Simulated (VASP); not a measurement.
KI, 2 atoms in the cell. Symmetry: I4mm, No. 107, tetragonal system. The conventional cell has a = 4.984 Å, b = 4.984 Å, c = 7.049 Å, α = 90.00°, β = 90.00°, γ = 90.00°. K (site symmetry 4mm) has 6 I at 3.40 to 3.64 Å within 4.5 Å. I (site symmetry 4mm) has 6 K at 3.40 to 3.64 Å within 4.5 Å.  This cell differs from its parent crystal: atom 1 (K) moved by [0.12, 0.0, 0.0] A.

* Program: VASP 6.6.1
* Task: single point
* Functional: PBE
* Potentials or basis: VASP PAW PBE potentials, release 64 (K_sv, I)
* Cutoff: 520 eV
* k mesh: 6 × 6 × 6
* Occupations: fermi-dirac, width 0.02 eV
* Spin: no spin polarisation
* Dipole correction: no
* Further INCAR settings: ALGO = Normal; EDIFF = 1e-07; NBANDS = 15

Potentials or basis: VASP PAW PBE potentials, release 64 (K_sv, I).

Command:

```bash
$ cat potpaw_PBE.64/K_sv/POTCAR potpaw_PBE.64/I/POTCAR > POTCAR
$ mpirun -np 1 vasp_std > vasp.out
```

Hardware: 1 thread of AMD EPYC 7R43 64-Core Processor (Zen 3) (shared host).

Problem. How long does it take, and how much memory?

Solution. Run time: 77 s on 1 thread of AMD EPYC 7R43 64-Core Processor (Zen 3), with other jobs on the host, peak memory 0.21 GiB. Counts: scf iterations 16, k points 30.
